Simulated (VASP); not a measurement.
Crystal: Cu.

```xyz
1
Lattice="0.0000 1.7706 1.7706 1.7706 0.0000 1.7706 1.7706 1.7706 0.0000" Properties=species:S:1:pos:R:3 pbc="T T T"
Cu    0.0000    0.0000    0.0000
```

Base run:

```yaml
Program: VASP 6.6.1
Functional: PBE
Dispersion: D3(BJ)
Potentials_or_basis: VASP PAW PBE potentials, release 64 (Cu)
Cutoff: 600 eV
k_mesh: 13 × 13 × 13
Occupations: fermi-dirac, width 0.05 eV
Spin: no spin polarisation
```

Its results: pressure 3.8 GPa.

**Question.** After a change of settings the same cell gave: pressure -4.1 GPa. Which change was it?
A. functional from PBE to PBEsol; dispersion from D3(BJ) to none; cutoff from 600 eV to 520 eV
B. functional from PBE to RPBE
C. functional from PBE to PBEsol
D. functional from PBE to BLYP; dispersion from D3(BJ) to D4

**Answer.** C.

PBEsol binds more tightly than PBE, so the same cell stands under less pressure.

Caveats: pairwise dispersion overbinds metals, which lowers pressure and volume; the PAW data sets were made with another functional, which shifts forces and pressure a little (some runs).
